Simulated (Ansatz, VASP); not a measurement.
**One calculation of WS2, two programs**

```
W S
1.0
     2.98849    0.00000    0.00000
    -1.49424    2.58811    0.00000
     0.00000    0.00000   17.37726
W S
1 2
Direct
  0.33333 0.66667 0.00000
  0.66667 0.33333 0.90758
  0.66667 0.33333 0.09242
```

Change from the starting cell: strain -0.050 along x and y, +0.025 along z, atoms carried along.

Alike in both runs: task single point; functional PBEsol; k mesh 12 × 12 × 2; occupations gaussian, width 0.05 eV; no spin polarisation.

```csv
,VASP,Ansatz
version,VASP 6.6.1,Ansatz 0.2.0
potentials or method,"VASP PAW PBE potentials, release 64 (W_sv, S), cutoff 520 eV","scalar-relativistic, plane waves, PAW"
valence electrons in the cell,26,26
```

```csv
,VASP,Ansatz,Ansatz less VASP
gap on the k mesh at the Fermi level (eV),1.77,1.77,-0.002
least direct gap on the mesh (eV),2.67,2.66,-0.007
rms of the force components (eV/Å),0.235,0.223,-0.0122
```

VASP's potentials were made for PBE, not for PBEsol. Atom by atom the forces differ by 0.012 eV/Å (rms over components). With one functional, cell and mesh, what is left measures potentials, basis and numerics.

Neither program's run includes spin-orbit coupling.
